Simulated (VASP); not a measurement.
# AgRh (P-6m2) in VASP: notebook, part 2 of 2

VASP 6.6.1.

**3. Single point, r2SCAN**

This run uses another cell than the first one, of 15.39 Å³/atom.

POSCAR reads:

```
AgRh
1.0
    2.7434997626      0.0000000000      0.0000000000
   -1.3717498813      2.3759404897      0.0000000000
    0.0000000000      0.0000000000      4.7227246039
Ag Rh
1 1
Direct
    0.0000000000      0.0000000000      0.5000000000
    0.6666666667      0.3333333333      0.0000000000
```

INCAR.step1 reads:

```
SYSTEM = AgRh
ALGO = Normal ; EDIFF = 1E-4
ENCUT = 520 ; GGA = PE
ISMEAR = -1 ; LASPH = .True.
LCHARG = .False. ; LREAL = .False.
LWAVE = .True. ; NBANDS = 20
NELM = 60 ; PREC = Accurate
SIGMA = 0.05
```

INCAR.step2 reads:

```
SYSTEM = AgRh
ALGO = Normal ; EDIFF = 1E-6
ENCUT = 520 ; ISIF = 2
ISMEAR = -1 ; ISTART = 1
LASPH = .True. ; LCHARG = .False.
LMIXTAU = .True. ; LREAL = .False.
LWAVE = .False. ; METAGGA = R2SCAN
NBANDS = 20 ; NELM = 60
PREC = Accurate ; SIGMA = 0.05
```

KPOINTS reads:

```
k-points
0
Gamma
  11 11 6
  0 0 0
```

Potentials or basis: VASP PAW PBE potentials, release 64 (Ag, Rh_pv).

Launch:

```
$ cat potpaw_PBE.64/Ag/POTCAR potpaw_PBE.64/Rh_pv/POTCAR > POTCAR
$ cp INCAR.step1 INCAR
$ mpirun -np 1 vasp_std > vasp.out
$ cp INCAR.step2 INCAR
$ mpirun -np 1 vasp_std > vasp.out
```

OUTCAR:

```text
SYSTEM = AgRh
   EDIFF = 1E-6
   ENCUT = 520
   ISIF = 2
   ISMEAR = -1
   ISTART = 1
   LASPH = .True.
   LREAL = .False.
   METAGGA = R2SCAN
   NELM = 60
   PREC = Accurate

 ion  position               nearest neighbor table
   1  0.000  0.000  0.500-   2 2.84   2 2.84   2 2.84   2 2.84   2 2.84   2 2.84
   2  0.667  0.333  0.000-   1 2.84   1 2.84   1 2.84   1 2.84   1 2.84   1 2.84

  LATTYP: Found a hexagonal cell.
 ALAT       =     2.7434997626
 C/A-ratio  =     1.7214233689

  Lattice vectors:

 A1 = (   2.7434997626,   0.0000000000,   0.0000000000)
 A2 = (  -1.3717498813,   2.3759404897,   0.0000000000)
 A3 = (   0.0000000000,   0.0000000000,   4.7227246039)

Analysis of symmetry for initial positions (statically):
=====================================================================
 Subroutine PRICEL returns:
 Original cell was already a primitive cell.

 Routine SETGRP: Setting up the symmetry group for a
 hexagonal supercell.

 Subroutine GETGRP returns: Found 12 space group operations
 (whereof 12 operations were pure point group operations)
 out of a pool of 24 trial point group operations.

The static configuration has the point symmetry D_3h.

Analysis of symmetry for dynamics (positions and initial velocities):
=====================================================================
 Subroutine PRICEL returns:
 Original cell was already a primitive cell.

 Routine SETGRP: Setting up the symmetry group for a
 hexagonal supercell.

 Subroutine GETGRP returns: Found 12 space group operations
 (whereof 12 operations were pure point group operations)
 out of a pool of 24 trial point group operations.

The dynamic configuration has the point symmetry D_3h.

 Subroutine INISYM returns: Found 12 space group operations
 (whereof 12 operations are pure point group operations),
 and found     1 'primitive' translations

----------------------------------------------------------------------------------------

                                     Primitive cell

  volume of cell :      30.7846

  direct lattice vectors                    reciprocal lattice vectors
     2.743499763  0.000000000  0.000000000     0.364497936  0.210442981  0.000000000
    -1.371749881  2.375940490  0.000000000     0.000000000  0.420885963  0.000000000
     0.000000000  0.000000000  4.722724604     0.000000000  0.000000000  0.211742179

  length of vectors
     2.743499763  2.743499763  4.722724604     0.420885963  0.420885963  0.211742179

  position of ions in fractional coordinates (direct lattice)
     0.000000000  0.000000000  0.500000000
     0.666666667  0.333333333  0.000000000

  ion indices of the primitive-cell ions
   primitive index   ion index
                 1           1
                 2           2

----------------------------------------------------------------------------------------

 KPOINTS: k-points

Automatic generation of k-mesh.
 Grid dimensions read from file:
 generate k-points for:   11   11    6

 Generating k-lattice:

  Cartesian coordinates                     Fractional coordinates (reciprocal lattice)
     0.033136176  0.019131180  0.000000000     0.090909091  0.000000000  0.000000000
     0.000000000  0.038262360  0.000000000     0.000000000  0.090909091  0.000000000
     0.000000000  0.000000000  0.035290363     0.000000000  0.000000000  0.166666667

  Length of vectors
     0.038262360  0.038262360  0.035290363

  Shift w.r.t. Gamma in fractional coordinates (k-lattice)
     0.000000000  0.000000000  0.000000000

 Subroutine IBZKPT returns following result:
 ===========================================

 Found     64 irreducible k-points:

 Following reciprocal coordinates:
            Coordinates               Weight
  0.000000  0.000000  0.000000      1.000000
  0.090909 -0.000000  0.000000      6.000000
  0.181818 -0.000000  0.000000      6.000000
  0.272727 -0.000000  0.000000      6.000000
  0.363636 -0.000000  0.000000      6.000000
  0.454545 -0.000000  0.000000      6.000000
[... 16 lines left out ...]
  0.090909  0.090909  0.166667     12.000000
  0.181818  0.090909  0.166667     24.000000
 [... further k-points ...]
   k-points           NKPTS =     64   k-points in BZ     NKDIM =     64   number of bands    NBANDS=     20
   number of dos      NEDOS =    301   number of ions     NIONS =      2
   total plane-waves  NPLWV =  14400
   dimension x,y,z NGX =    20 NGY =   20 NGZ =   36
   dimension x,y,z NGXF=    40 NGYF=   40 NGZF=   72
   ions per type =               1   1
   NGX,Y,Z   is equivalent  to a cutoff of  12.12, 12.12, 12.67 a.u.
   NGXF,Y,Z  is equivalent  to a cutoff of  24.24, 24.24, 25.34 a.u.
 SYSTEM =  AgRh
   PREC   = accura    normal or accurate (medium, high low for compatibility)
   ISTART =      1    job   : 0-new  1-cont  2-samecut
   ICHARG =      0    charge: 1-file 2-atom 10-const
   ISPIN  =      1    spin polarized calculation?
   LNONCOLLINEAR =      F non collinear calculations
   LSORBIT =      F    spin-orbit coupling
   LASPH  =      T    aspherical Exc in radial PAW
   ENCUT  =  520.0 eV  38.22 Ry    6.18 a.u.   5.10  5.10  8.78*2*pi/ulx,y,z
   NELM   =     60;   NELMIN=  2; NELMDL=  0     # of ELM steps
   EDIFF  = 0.1E-05   stopping-criterion for ELM
   LREAL  =      F    real-space projection
   EDIFFG = 0.1E-04   stopping-criterion for IOM
   NSW    =      0    number of steps for IOM
   IBRION =     -1    ionic relax: 0-MD 1-quasi-New 2-CG
   NFREE  =      0    steps in history (QN), initial steepest desc. (CG)
   ISIF   =      2    stress and relaxation
   ISYM   =      2    0-nonsym 1-usesym 2-fastsym
   POTIM  = 0.5000    time-step for ionic-motion
   TEBEG  =    0.0;   TEEND  =   0.0 temperature during run
   PSTRESS=    0.0 pullay stress
   NELECT =      26.0000    total number of electrons
   NUPDOWN=      -1.0000    fix difference up-down
   EMIN   =  10.00;   EMAX   =-10.00  energy-range for DOS
   EFERMI =   0.00;   METHOD = LEGACY
   ISMEAR =    -1;   SIGMA  =   0.05  broadening in eV -4-tet -1-fermi 0-gaus
   EFERMI_NEDOS =   21; number of points for ismear=-14 and -15
   IALGO  =     38    algorithm
   IMIX   =      4    mixing-type and parameters
     AMIX     =   0.40;   BMIX     =  1.00
     AMIX_MAG =   1.60;   BMIX_MAG =  1.00
  volume/ion in A,a.u.               =      15.39       103.87
  Fermi-wavevector in a.u.,A,eV,Ry     =   1.547468  2.924290 32.581274  2.394656
  Thomas-Fermi vector in A             =   2.652557
   LORBIT       =      0    0 simple, 1 ext, 2 COOP (PROOUT), +10 PAW based schemes
   METAGGA = R2SCAN    functional components
   LHFCALC =     F    Hartree Fock is set to
   AEXX    =    0.0000 exact exchange contribution
   IVDW    =     0    specifies the selected vdW correction
   LEPSILON=     F    determine dielectric tensor
   LRPA    =     F    only Hartree local field effects (RPA)
 non-spin polarized calculation
  energy-cutoff  :      520.00
  volume of cell :       30.78
 maximum number of plane-waves:       845
   NGX = 11   NGY = 11   NGZ = 17

 number of electron      25.9999999 magnetization

 Free energy of the ion-electron system (eV)
  ---------------------------------------------------
  ext. energy  EPLUGINS =         0.00000000
  ---------------------------------------------------
  free energy    TOTEN  =       -44.96937700 eV

  energy without entropy =      -44.94506217  energy(sigma->0) =      -44.95721958

 E-fermi :   9.3148     XC(G=0): -13.9868

 val. band max:        9.2779315939   @ k =   0.1818   0.0909   0.0000
 cond. band min:       9.3233064341   @ k =   0.2727  -0.0000   0.0000
 fundamental gap:      0.0453748402
 Fermi energy:         9.3148096241

 k-point     1 :       0.0000    0.0000    0.0000
  band No.  band energies     occupation
      1     -37.7788      2.00000
      2     -37.7200      2.00000
      3     -37.7200      2.00000
      4       1.7649      2.00000
      5       3.1150      2.00000
      6       4.6717      2.00000
[... 12 lines left out ...]
     19      27.8162      0.00000
     20      29.1618      0.00000

 k-point     2 :       0.0909   -0.0000    0.0000
  band No.  band energies     occupation
      1     -37.7735      2.00000
      2     -37.7598      2.00000
      3     -37.7295      2.00000
      4       2.0434      2.00000
      5       3.2785      2.00000
      6       4.5628      2.00000
[... 498 lines left out ...]
 k-point    24 :       0.1818    0.0909    0.1667
  band No.  band energies     occupation
      1     -37.9456      2.00000
      2     -37.7847      2.00000
      3     -37.7474      2.00000
      4       3.4277      2.00000
      5       3.9160      2.00000
      6       4.3346      2.00000
[... 12 lines left out ...]
     19      27.1173      0.00000
     20      27.8482      0.00000

 [... further k-points ...]
[... 5 lines left out ...]
  --------------------------------------------------------------------------------------
  -------------------------------------------------------------------------------------
  Total        0.1246410      0.1246410      0.0895102      0.0000000     -0.0000000      0.0000000
  in kB        6.4869201      6.4869201      4.6585436      0.0000000     -0.0000000      0.0000000
  external PRESSURE =       5.8774612 kB  Pullay stress =       0.0000000 kB

 VOLUME and BASIS-vectors are now :
 -----------------------------------------------------------------------------
  energy-cutoff  :      520.00
  volume of cell :       30.78
      direct lattice vectors                 reciprocal lattice vectors
     2.743499763  0.000000000  0.000000000     0.364497936  0.210442981  0.000000000
    -1.371749881  2.375940490  0.000000000     0.000000000  0.420885963  0.000000000
     0.000000000  0.000000000  4.722724604     0.000000000  0.000000000  0.211742179

 POSITION                                       TOTAL-FORCE (eV/Angst)
 -----------------------------------------------------------------------------------
      0.00000      0.00000      2.36136         0.000000     -0.000000      0.000000
      1.37175      0.79198      0.00000         0.000000      0.000000      0.000000
 -----------------------------------------------------------------------------------
    total drift:                                0.000000     -0.000000      0.000000

  FREE ENERGIE OF THE ION-ELECTRON SYSTEM (eV)
  ---------------------------------------------------
  free  energy   TOTEN  =       -44.9693769958 eV

  energy  without entropy=      -44.9450621686  energy(sigma->0) =      -44.95721958
```

It took 5.2 min on 1 thread of AMD EPYC, shared host; peak memory 0.14 GiB.

Results:

- Free energy: -44.9694 eV
- Pressure: 0.6 GPa
- Band gap on the k mesh: zero (bands 13 and 14 overlap by 1.48 eV)

Levels at points of the mesh, in eV from the Fermi level:
```csv
k point,band 9,band 10,band 11,band 12,band 13,band 14,band 15,band 16,band 17,band 18
"(0.00, 0.00, 0.00)",-3.37,-3.37,-1.93,-1.93,0.14,0.14,0.33,6.03,17.52,18.31
"(0.00, 0.00, 0.50)",-3.46,-3.46,-2.66,-1.71,-1.71,0.10,0.10,12.56,13.68,17.73
```

Caveat: the PAW data sets were made with another functional, which shifts forces and pressure a little.

**4. Relaxation of cell and atoms, LDA**

This run uses another cell than the first one, of 16.06 Å³/atom.

INCAR reads:

```
  ALGO = Normal
  EDIFF = 1E-6
  EDIFFG = -0.01
  ENCUT = 600
  IBRION = 2
  ISIF = 3
  ISMEAR = -1
  LASPH = T
  LCHARG = F
  LREAL = F
  LWAVE = F
  NELM = 60
  NSW = 60
  PREC = Accurate
  SIGMA = 0.05
```

KPOINTS reads:

```
k-points
0
Gamma
  11 11 6
```

POSCAR reads:

```
AgRh
1.0
    2.7775881998      0.0000000000      0.0000000000
   -1.3887940999      2.4054619423      0.0000000000
    0.0000000000      0.0000000000      4.8086020000
Ag Rh
1 1
Direct
    0.0000000000      0.0000000000      0.5000000000
    0.6666666667      0.3333333333      0.0000000000
```

Potentials or basis: VASP PAW LDA potentials, release 64 (Ag, Rh_pv).

Launch:

```
$ cat potpaw_LDA.64/Ag/POTCAR potpaw_LDA.64/Rh_pv/POTCAR > POTCAR
$ mpirun -np 1 vasp_std > vasp.out
```

OUTCAR:

```text
EDIFF = 1E-6
   EDIFFG = -0.01
   ENCUT = 600
   IBRION = 2
   ISIF = 3
   ISMEAR = -1
   LASPH = T
   LREAL = F
   NELM = 60
   NSW = 60
   PREC = Accurate

 ion  position               nearest neighbor table
   1  0.000  0.000  0.500-   2 2.89   2 2.89   2 2.89   2 2.89   2 2.89   2 2.89
   2  0.667  0.333  0.000-   1 2.89   1 2.89   1 2.89   1 2.89   1 2.89   1 2.89

  LATTYP: Found a hexagonal cell.
 ALAT       =     2.7775881998
 C/A-ratio  =     1.7312148721

  Lattice vectors:

 A1 = (   2.7775881998,   0.0000000000,   0.0000000000)
 A2 = (  -1.3887940999,   2.4054619423,   0.0000000000)
 A3 = (   0.0000000000,   0.0000000000,   4.8086020000)

Analysis of symmetry for initial positions (statically):
=====================================================================
[... 765 lines left out ...]

  energy  without entropy=      -11.9071279155  energy(sigma->0) =      -11.91861344

[... ionic steps 4 to 7 ...]

--------------------------------------- Ionic step        8  -------------------------------------------

 number of electron      26.0000001 magnetization

------------------------ aborting loop because EDIFF is reached ----------------------------------------
[... 67 lines left out ...]
--------------------------------------- Ionic step       10  -------------------------------------------

 number of electron      26.0000001 magnetization

 Free energy of the ion-electron system (eV)
  ---------------------------------------------------
  ext. energy  EPLUGINS =         0.00000000
  ---------------------------------------------------
  free energy    TOTEN  =       -11.93215753 eV

  energy without entropy =      -11.90896938  energy(sigma->0) =      -11.92056346

 E-fermi :  10.0727     XC(G=0): -13.7235

 val. band max:       10.0540674934   @ k =   0.3636   0.0000   0.0000
 cond. band min:      10.0823702074   @ k =   0.0000   0.0000   0.0000
 fundamental gap:      0.0283027140
 Fermi energy:        10.0726945293

 k-point     1 :       0.0000    0.0000    0.0000
  band No.  band energies     occupation
      1     -35.5510      2.00000
      2     -35.4725      2.00000
      3     -35.4725      2.00000
      4       2.1573      2.00000
      5       3.7227      2.00000
      6       5.4681      2.00000
[... 500 lines left out ...]
  FREE ENERGIE OF THE ION-ELECTRON SYSTEM (eV)
  ---------------------------------------------------
  free  energy   TOTEN  =       -11.9321575325 eV

  energy  without entropy=      -11.9089693803  energy(sigma->0) =      -11.92056346

 reached required accuracy - stopping structural energy minimisation
```

CONTCAR:

```text
AgRh
   1.00000000000000
     2.7014920719594433   -0.0000000000000000    0.0000000000000000
    -1.3507460359797216    2.3395607624586803    0.0000000000000000
    -0.0000000000000000    0.0000000000000000    4.6269345430225330
  Ag              Rh
     1     1
Direct
     0.0000000000000000    0.0000000000000000    0.5000000000000000
     0.6666666667000030    0.3333333332999970    0.0000000000000000

  0.00000000E+00  0.00000000E+00  0.00000000E+00
  0.00000000E+00  0.00000000E+00  0.00000000E+00
```

Run time: 8.3 min. Hardware: 1 thread of AMD EPYC, shared host; peak memory 0.16 GiB.

What came out:

```yaml
Free_energy: -11.9322 eV
Relaxed_volume: 14.62 Å³/atom
Relaxed_cell: a = 2.701 Å, b = 2.701 Å, c = 4.627 Å, α = 90.00°, β = 90.00°, γ = 120.00°
Space_group_after_relaxing_to_0.1_Å: P-6m2 (No. 187)
Energy_gained_by_relaxing: 76.2 meV/atom
Ionic_steps: 10
Pressure_after_relaxing: 0.0 GPa
Band_gap_on_the_k_mesh: zero (bands 13 and 14 overlap by 1.53 eV)
```

The path:
```
step  energy change (eV)  largest force (eV/Å)  pressure (GPa)  volume (Å³)
   1              0.0000                0.0000          -15.35        32.13
   2              0.2845                0.0000           42.42        25.49
   3             -0.1504                0.0000           -0.68        29.38
   4             -0.1506                0.0000           -0.25        29.31
   5             -0.1506                0.0000            0.15        29.26
   6             -0.1524                0.0000            0.23        29.22
   7             -0.1524                0.0000            0.23        29.21
   8             -0.1524                0.0000            0.23        29.21
   9             -0.1524                0.0000           -0.37        29.29
  10             -0.1525                0.0000            0.00        29.24
```

Final structure:
```yaml
crystal:
  lattice:
    - [2.70149, 0.00000, 0.00000]
    - [-1.35075, 2.33956, 0.00000]
    - [0.00000, 0.00000, 4.62693]
  atoms:
    - { symbol: Ag, position: [0.00000, 0.00000, 0.50000] }
    - { symbol: Rh, position: [0.66667, 0.33333, 0.00000] }
```

Levels at points of the mesh, in eV from the Fermi level:
```csv
k point,band 9,band 10,band 11,band 12,band 13,band 14,band 15,band 16,band 17
"(0.00, 0.00, 0.00)",-3.28,-3.28,-2.07,-2.07,0.01,0.14,0.14,6.13,16.74
"(0.00, 0.00, 0.50)",-3.41,-3.41,-2.86,-1.77,-1.77,0.09,0.09,12.48,13.58
```

**5. The runs side by side**

| task | level | potentials or basis | cell | cutoff (eV) | gap on the mesh (eV) | pressure (GPa) |
| --- | --- | --- | --- | --- | --- | --- |
| single point | BLYP | VASP PAW PBE potentials, release 64 (Ag, Rh_pv) | a = 2.820, b = 2.820, c = 4.895 Å, angles 90.0, 90.0, 120.0°, 2 atoms | 520 | none | 0.3 |
| single point | r2SCAN | VASP PAW PBE potentials, release 64 (Ag, Rh_pv) | a = 2.743, b = 2.743, c = 4.723 Å, angles 90.0, 90.0, 120.0°, 2 atoms | 520 | none | 0.6 |
| relaxation of cell and atoms | LDA | VASP PAW LDA potentials, release 64 (Ag, Rh_pv) | relaxed from a = 2.778, b = 2.778, c = 4.809 Å, angles 90.0, 90.0, 120.0°, 2 atoms | 600 | none | 0.0 |

Alike in all rows: no spin polarisation; k mesh 11 × 11 × 6; smearing fermi-dirac 0.05 eV.

Caveats: the PAW data sets were made with another functional, which shifts forces and pressure a little (at least some runs).

Absolute energies hang on the potentials; compare differences alone.
